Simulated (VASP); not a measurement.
# GaAs (F-43m) in VASP: notebook

Runs on GaAs. Level: RPBE+D3(BJ). Tasks: single point.

All numbers are computed with VASP 6.6.1; they aren't measurements. Logs are shortened: lines on timing, memory, paths and dates and some standing lists are left out, and cuts for length are marked.

## 1. The cell of the first run

The structure is cubic, space group F-43m (No. 216). The conventional cell has a = 5.728 Å, b = 5.728 Å, c = 5.728 Å, α = 90.00°, β = 90.00°, γ = 90.00°. As (site symmetry -43m) has 4 Ga at 2.48 Å within 3.3 Å. Within 3.3 Å of Ga (site symmetry -43m) lie 4 As at 2.48 Å.

## 2. Single point, RPBE+D3(BJ)

Input file INCAR:

```
SYSTEM = GaAs
PREC = Accurate ; ENCUT = 520
EDIFF = 1E-7 ; ISMEAR = -1
SIGMA = 0.05 ; LREAL = .False.
LASPH = .True. ; NELM = 80
ALGO = Normal ; ISIF = 2
LWAVE = .False. ; LCHARG = .True.
GGA = RP ; IVDW = 12
LELF = .True. ; LVHAR = .True.
NBANDS = 16
```

Input file KPOINTS:

```
regular mesh
0
Gamma
  8 8 8
  0 0 0
```

Input file POSCAR:

```
GaAs
1.0
    0.0000000000      2.8640496607      2.8640496607
    2.8640496607      0.0000000000      2.8640496607
    2.8640496607      2.8640496607      0.0000000000
As Ga
1 1
Direct
    0.7500000000      0.7500000000      0.7500000000
    0.0000000000      0.0000000000      0.0000000000
```

Potentials or basis: VASP PAW PBE potentials, release 64 (As, Ga_d).

Launch:

```bash
$ cat potpaw_PBE.64/As/POTCAR potpaw_PBE.64/Ga_d/POTCAR > POTCAR
$ mpirun -np 1 vasp_std > vasp.out
```

OUTCAR:

```text
SYSTEM = GaAs
   PREC = Accurate
   ENCUT = 520
   EDIFF = 1E-7
   ISMEAR = -1
   LREAL = .False.
   LASPH = .True.
   NELM = 80
   ISIF = 2
   GGA = RP
   IVDW = 12
 IVDW          = 12

 ion  position               nearest neighbor table
   1  0.750  0.750  0.750-   2 2.48   2 2.48   2 2.48   2 2.48
   2  0.000  0.000  0.000-   1 2.48   1 2.48   1 2.48   1 2.48

  LATTYP: Found a face centered cubic cell.
 ALAT       =     5.7280993214

  Lattice vectors:

 A1 = (   0.0000000000,   2.8640496607,   2.8640496607)
 A2 = (   2.8640496607,   0.0000000000,   2.8640496607)
 A3 = (   2.8640496607,   2.8640496607,   0.0000000000)

Analysis of symmetry for initial positions (statically):
=====================================================================
 Subroutine PRICEL returns:
 Original cell was already a primitive cell.

 Routine SETGRP: Setting up the symmetry group for a
 face centered cubic supercell.

 Subroutine GETGRP returns: Found 24 space group operations
 (whereof 24 operations were pure point group operations)
 out of a pool of 48 trial point group operations.

The static configuration has the point symmetry T_d .

Analysis of symmetry for dynamics (positions and initial velocities):
=====================================================================
 Subroutine PRICEL returns:
 Original cell was already a primitive cell.

 Routine SETGRP: Setting up the symmetry group for a
 face centered cubic supercell.

 Subroutine GETGRP returns: Found 24 space group operations
 (whereof 24 operations were pure point group operations)
 out of a pool of 48 trial point group operations.

The dynamic configuration has the point symmetry T_d .

 Subroutine INISYM returns: Found 24 space group operations
 (whereof 24 operations are pure point group operations),
 and found     1 'primitive' translations

----------------------------------------------------------------------------------------

                                     Primitive cell

  volume of cell :      46.9863

  direct lattice vectors                    reciprocal lattice vectors
     0.000000000  2.864049661  2.864049661    -0.174577978  0.174577978  0.174577978
     2.864049661  0.000000000  2.864049661     0.174577978 -0.174577978  0.174577978
     2.864049661  2.864049661  0.000000000     0.174577978  0.174577978 -0.174577978

  length of vectors
     4.050377873  4.050377873  4.050377873     0.302377929  0.302377929  0.302377929

  position of ions in fractional coordinates (direct lattice)
     0.750000000  0.750000000  0.750000000
     0.000000000  0.000000000  0.000000000

  ion indices of the primitive-cell ions
   primitive index   ion index
                 1           1
                 2           2

----------------------------------------------------------------------------------------

 KPOINTS: regular mesh

Automatic generation of k-mesh.
 Grid dimensions read from file:
 generate k-points for:    8    8    8

 Generating k-lattice:

  Cartesian coordinates                     Fractional coordinates (reciprocal lattice)
    -0.021822247  0.021822247  0.021822247     0.125000000  0.000000000  0.000000000
     0.021822247 -0.021822247  0.021822247     0.000000000  0.125000000  0.000000000
     0.021822247  0.021822247 -0.021822247     0.000000000  0.000000000  0.125000000

  Length of vectors
     0.037797241  0.037797241  0.037797241

  Shift w.r.t. Gamma in fractional coordinates (k-lattice)
     0.000000000  0.000000000  0.000000000

 Subroutine IBZKPT returns following result:
 ===========================================

 Found     29 irreducible k-points:

 Following reciprocal coordinates:
            Coordinates               Weight
  0.000000  0.000000  0.000000      1.000000
  0.125000  0.000000  0.000000      8.000000
  0.250000  0.000000  0.000000      8.000000
  0.375000  0.000000  0.000000      8.000000
  0.500000  0.000000  0.000000      4.000000
  0.125000  0.125000  0.000000      6.000000
[... 16 lines left out ...]
  0.500000  0.250000  0.125000     48.000000
 -0.375000  0.250000  0.125000     24.000000
 [... further k-points ...]
   k-points           NKPTS =     29   k-points in BZ     NKDIM =     29   number of bands    NBANDS=     16
   number of dos      NEDOS =    301   number of ions     NIONS =      2
   total plane-waves  NPLWV =  27000
   dimension x,y,z NGX =    30 NGY =   30 NGZ =   30
   dimension x,y,z NGXF=    60 NGYF=   60 NGZF=   60
   ions per type =               1   1
   NGX,Y,Z   is equivalent  to a cutoff of  12.31, 12.31, 12.31 a.u.
   NGXF,Y,Z  is equivalent  to a cutoff of  24.63, 24.63, 24.63 a.u.
 SYSTEM =  GaAs
   PREC   = accura    normal or accurate (medium, high low for compatibility)
   ISTART =      0    job   : 0-new  1-cont  2-samecut
   ICHARG =      2    charge: 1-file 2-atom 10-const
   ISPIN  =      1    spin polarized calculation?
   LNONCOLLINEAR =      F non collinear calculations
   LSORBIT =      F    spin-orbit coupling
   LASPH  =      T    aspherical Exc in radial PAW
   ENCUT  =  520.0 eV  38.22 Ry    6.18 a.u.   7.53  7.53  7.53*2*pi/ulx,y,z
   NELM   =     80;   NELMIN=  2; NELMDL= -5     # of ELM steps
   EDIFF  = 0.1E-06   stopping-criterion for ELM
   LREAL  =      F    real-space projection
   EDIFFG = 0.1E-05   stopping-criterion for IOM
   NSW    =      0    number of steps for IOM
   IBRION =     -1    ionic relax: 0-MD 1-quasi-New 2-CG
   NFREE  =      0    steps in history (QN), initial steepest desc. (CG)
   ISIF   =      2    stress and relaxation
   ISYM   =      2    0-nonsym 1-usesym 2-fastsym
   POTIM  = 0.5000    time-step for ionic-motion
   TEBEG  =    0.0;   TEEND  =   0.0 temperature during run
   PSTRESS=    0.0 pullay stress
   NELECT =      18.0000    total number of electrons
   NUPDOWN=      -1.0000    fix difference up-down
   EMIN   =  10.00;   EMAX   =-10.00  energy-range for DOS
   EFERMI =   0.00;   METHOD = LEGACY
   ISMEAR =    -1;   SIGMA  =   0.05  broadening in eV -4-tet -1-fermi 0-gaus
   EFERMI_NEDOS =   21; number of points for ismear=-14 and -15
   IALGO  =     38    algorithm
   IMIX   =      4    mixing-type and parameters
     AMIX     =   0.40;   BMIX     =  1.00
     AMIX_MAG =   1.60;   BMIX_MAG =  1.00
  volume/ion in A,a.u.               =      23.49       158.54
  Fermi-wavevector in a.u.,A,eV,Ry     =   1.188982  2.246849 19.234246  1.413677
  Thomas-Fermi vector in A             =   2.325099
   LORBIT       =      0    0 simple, 1 ext, 2 COOP (PROOUT), +10 PAW based schemes
   GGA     = RP    functional components
   LHFCALC =     F    Hartree Fock is set to
   AEXX    =    0.0000 exact exchange contribution
   IVDW    =    12    specifies the selected vdW correction
   LEPSILON=     F    determine dielectric tensor
   LRPA    =     F    only Hartree local field effects (RPA)
 non-spin polarized calculation
  energy-cutoff  :      520.00
  volume of cell :       46.99
 maximum number of plane-waves:      1283
   NGX = 15   NGY = 15   NGZ = 15

 number of electron      17.9999984 magnetization

 Free energy of the ion-electron system (eV)
  ---------------------------------------------------
  ext. energy  EPLUGINS =         0.00000000
  ---------------------------------------------------
  free energy    TOTEN  =        -7.58158023 eV

  energy without entropy =       -7.58148544  energy(sigma->0) =       -7.58153284

 E-fermi :   3.8854     XC(G=0):  -9.2363

 val. band max:        3.6786415479   @ k =   0.0000   0.0000   0.0000
 cond. band min:       4.0311854428   @ k =   0.0000   0.0000   0.0000
 fundamental gap:      0.3525438949
 Fermi energy:         3.8853625917

 k-point     1 :       0.0000    0.0000    0.0000
  band No.  band energies     occupation
      1     -11.0633      2.00000
      2     -11.0633      2.00000
      3     -11.0633      2.00000
      4     -10.9936      2.00000
      5     -10.9936      2.00000
      6      -8.7326      2.00000
[... 8 lines left out ...]
     15      13.6786      0.00000
     16      13.6786      0.00000

 k-point     2 :       0.1250    0.0000    0.0000
  band No.  band energies     occupation
      1     -11.0741      2.00000
      2     -11.0602      2.00000
      3     -11.0602      2.00000
      4     -10.9937      2.00000
      5     -10.9937      2.00000
      6      -8.5610      2.00000
[... 8 lines left out ...]
     15      12.9055      0.00000
     16      12.9055      0.00000

 k-point     3 :       0.2500    0.0000    0.0000
  band No.  band energies     occupation
      1     -11.0984      2.00000
      2     -11.0535      2.00000
      3     -11.0535      2.00000
      4     -10.9932      2.00000
      5     -10.9932      2.00000
      6      -8.0822      2.00000
[... 8 lines left out ...]
     15      12.6750      0.00000
     16      12.7483      0.00000

 k-point     4 :       0.3750    0.0000    0.0000
  band No.  band energies     occupation
      1     -11.1207      2.00000
      2     -11.0481      2.00000
      3     -11.0481      2.00000
      4     -10.9914      2.00000
      5     -10.9914      2.00000
      6      -7.4469      2.00000
[... 8 lines left out ...]
     15      13.7825      0.00000
     16      13.7825      0.00000
[... 324 lines left out ...]
 k-point    22 :       0.3750    0.2500    0.1250
  band No.  band energies     occupation
      1     -11.1179      2.00000
      2     -11.0454      2.00000
      3     -11.0430      2.00000
      4     -11.0001      2.00000
      5     -10.9890      2.00000
      6      -7.6784      2.00000
[... 8 lines left out ...]
     15      14.5091      0.00000
     16      15.0014      0.00000

 k-point    23 :       0.5000    0.2500    0.1250
  band No.  band energies     occupation
      1     -11.1321      2.00000
      2     -11.0422      2.00000
      3     -11.0372      2.00000
      4     -10.9991      2.00000
      5     -10.9893      2.00000
      6      -7.0926      2.00000
[... 8 lines left out ...]
     15      14.4102      0.00000
     16      15.8765      0.00000

 k-point    24 :      -0.3750    0.2500    0.1250
  band No.  band energies     occupation
      1     -11.1375      2.00000
      2     -11.0415      2.00000
      3     -11.0351      2.00000
      4     -10.9970      2.00000
      5     -10.9904      2.00000
      6      -6.7717      2.00000
[... 8 lines left out ...]
     15      15.2670      0.00000
     16      15.6805      0.00000

 [... further k-points ...]

------------------------ aborting loop because EDIFF is reached ----------------------------------------

 Edisp (eV)   -2.64541

 E8    (eV) :    -1.6853

  FORCE on cell =-STRESS in cart. coord.  units (eV):
  Direction    XX          YY          ZZ          XY          YZ          ZX
  --------------------------------------------------------------------------------------
  -------------------------------------------------------------------------------------
  Total      -2.21070    -2.21070    -2.21070    -0.00000    -0.00000     0.00000
  in kB     -75.38213   -75.38213   -75.38213    -0.00000    -0.00000     0.00000
  external pressure =      -75.38 kB  Pullay stress =        0.00 kB

 VOLUME and BASIS-vectors are now :
 -----------------------------------------------------------------------------
  energy-cutoff  :      520.00
  volume of cell :       46.99
      direct lattice vectors                 reciprocal lattice vectors
     0.000000000  2.864049661  2.864049661    -0.174577978  0.174577978  0.174577978
     2.864049661  0.000000000  2.864049661     0.174577978 -0.174577978  0.174577978
     2.864049661  2.864049661  0.000000000     0.174577978  0.174577978 -0.174577978

 POSITION                                       TOTAL-FORCE (eV/Angst)
 -----------------------------------------------------------------------------------
      4.29607      4.29607      4.29607         0.000000      0.000000      0.000000
      0.00000      0.00000      0.00000        -0.000000     -0.000000     -0.000000
 -----------------------------------------------------------------------------------
    total drift:                               -0.000002     -0.000002     -0.000002

  FREE ENERGIE OF THE ION-ELECTRON SYSTEM (eV)
  ---------------------------------------------------
  free  energy   TOTEN  =       -10.2269861530 eV

  energy  without entropy=      -10.2268913674  energy(sigma->0) =      -10.22693876
```

Wall time 32 s (1 thread of Intel Xeon Platinum 8259CL at 2.50GHz (Skylake/Cascade Lake), shared host); peak memory 0.18 GiB.

What came out:

```
Free energy                : -10.2270 eV
Pressure                   : -7.5 GPa
Band gap on the k mesh     : 0.35 eV
Dispersion energy per atom : -1.323 eV
```

Levels at points of the mesh, in eV from the valence-band top:
| k point | band 7 | band 8 | band 9 | band 10 | band 11 | band 12 |
| --- | --- | --- | --- | --- | --- | --- |
| (0.00, 0.00, 0.00) | 0.00 | 0.00 | 0.00 | 0.35 | 3.75 | 3.75 |
| (0.50, 0.00, 0.00) | -6.39 | -1.08 | -1.08 | 0.99 | 4.65 | 4.65 |
| (0.50, 0.50, 0.00) | -6.60 | -2.53 | -2.53 | 1.64 | 1.75 | 9.91 |

Caveat: the cell stands under tension; the dispersion term is far too large for a dense solid, which distorts pressure and volume; semilocal functionals underestimate gaps, and a narrow one can read as zero; the PAW data sets were made with another functional, which shifts forces and pressure a little.

## 3. Single point, RPBE+D3(BJ)

This run uses another cell than the first one, of 23.94 Å³/atom.

Input file INCAR:

```
  ALGO = Normal
  EDIFF = 1E-6
  ENCUT = 520
  GGA = RP
  ISIF = 2
  ISMEAR = -1
  IVDW = 12
  LASPH = T
  LCHARG = T
  LELF = T
  LREAL = F
  LVHAR = T
  LWAVE = F
  NBANDS = 16
  NELM = 100
  PREC = Accurate
  SIGMA = 0.05
```

Input file KPOINTS:

```
k-points
0
Gamma
  8 8 8
```

Input file POSCAR:

```
GaAs
1.0
    0.0000000000      2.8822925071      2.8822925071
    2.8822925071      0.0000000000      2.8822925071
    2.8822925071      2.8822925071      0.0000000000
As Ga
1 1
Direct
    0.7500000000      0.7500000000      0.7500000000
    0.0000000000      0.0000000000      0.0000000000
```

Potentials or basis: VASP PAW PBE potentials, release 64 (As, Ga_d).

Launch:

```bash
$ cat potpaw_PBE.64/As/POTCAR potpaw_PBE.64/Ga_d/POTCAR > POTCAR
$ mpirun -np 1 vasp_std > vasp.out
```

Run time: 32 s. Hardware: 1 thread of Intel Xeon Platinum 8259CL at 2.50GHz (Skylake/Cascade Lake), shared host; peak memory 0.18 GiB.

The run converged. Its results:

```
Free energy                : -10.1822 eV
Pressure                   : -8.3 GPa
Band gap on the k mesh     : 0.21 eV
Dispersion energy per atom : -1.295 eV
```

Levels at points of the mesh, in eV from the valence-band top:
| k point | band 7 | band 8 | band 9 | band 10 | band 11 | band 12 |
| --- | --- | --- | --- | --- | --- | --- |
| (0.00, 0.00, 0.00) | 0.00 | 0.00 | 0.00 | 0.21 | 3.74 | 3.74 |
| (0.50, 0.00, 0.00) | -6.29 | -1.05 | -1.05 | 0.94 | 4.65 | 4.65 |
| (0.50, 0.50, 0.00) | -6.51 | -2.47 | -2.47 | 1.68 | 1.76 | 9.76 |

Caveat: the cell stands under tension; the dispersion term is far too large for a dense solid, which distorts pressure and volume; semilocal functionals underestimate gaps, and a narrow one can read as zero; the PAW data sets were made with another functional, which shifts forces and pressure a little.
